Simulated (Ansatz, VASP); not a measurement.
**Two plane-wave programs on Al3Cu**

File POSCAR:

```
Al3Cu
1.0
    2.7784054294      0.0000000000      0.0000000000
    0.0000000000      2.7784054294      0.0000000000
    0.0000000000      0.0000000000      7.5134034100
Al Cu
3 1
Direct
    0.0000000000      0.0000000000      0.5000000000
    0.5000000000      0.5000000000      0.2261155100
    0.5000000000      0.5000000000      0.7738844900
    0.0000000000      0.0000000000      0.0000000000
```

INCAR.step1

```
SYSTEM = Al3Cu
PREC = Accurate
ENCUT = 520
ISMEAR = 0
SIGMA = 0.1
LREAL = .FALSE.
LASPH = .TRUE.
NELM = 60
NBANDS = 18
GGA = PE
ALGO = Normal
EDIFF = 1E-4
LWAVE = .TRUE.
LCHARG = .FALSE.
```

INCAR.step2

```
SYSTEM = Al3Cu
PREC = Accurate
ENCUT = 520
EDIFF = 1E-6
ISMEAR = 0
SIGMA = 0.1
LREAL = .FALSE.
LASPH = .TRUE.
NELM = 60
ALGO = Normal
ISIF = 2
LWAVE = .FALSE.
LCHARG = .FALSE.
METAGGA = R2SCAN
LMIXTAU = .TRUE.
NBANDS = 18
ISTART = 1
```

KPOINTS

```
regular mesh
0
G
  14 14 6
  0 0 0
```

Input for Ansatz:

```yaml
crystal:
  lattice:
    - [2.7784054294, 0.0, 0.0]
    - [0.0, 2.7784054294, 0.0]
    - [0.0, 0.0, 7.51340341]
  atoms:
    - { symbol: Al, position: [0.0, 0.0, 0.5] }
    - { symbol: Al, position: [0.5, 0.5, 0.22611551] }
    - { symbol: Al, position: [0.5, 0.5, 0.77388449] }
    - { symbol: Cu, position: [0.0, 0.0, 0.0] }
basis:
  ecutwfc: 500
kpoints:
  mp_grid: { grid: [14, 14, 6] }
hamiltonian:
  xc: r2scan
scf:
  occupations: { method: gaussian, width: 0.1 }
output:
  forces: true
  stress: true
  eigenvalues: true
```

Alike in both runs: task single point; functional r2SCAN; k mesh 14 × 14 × 6; occupations gaussian, width 0.1 eV; no spin polarisation.

|  | VASP | Ansatz |
| --- | --- | --- |
| version | VASP 6.6.1 | Ansatz 0.2.0 |
| potentials or method | VASP PAW PBE potentials, release 64 (Al, Cu), cutoff 520 eV | scalar-relativistic, plane waves, PAW |
| valence electrons in the cell | 20 | 28 |

```tsv
	VASP	Ansatz	Ansatz less VASP
gap on the k mesh at the Fermi level (eV)	none	none	-
pressure (GPa)	0.3	0.5	+0.18
traceless stress, the component that is largest in VASP (GPa)	2.01	1.99	-0.011
rms of the force components (eV/Å)	0.062	0.070	+0.0078
```

VASP's potentials were made for PBE, not for r2SCAN. Atom by atom the forces differ by 0.008 eV/Å (rms over components). A gap of «none» marks a metal or a gap that the smearing closes. VASP's potentials hold 20 valence electrons a cell and Ansatz's 28, so a difference there can come from the potentials and not from the codes.
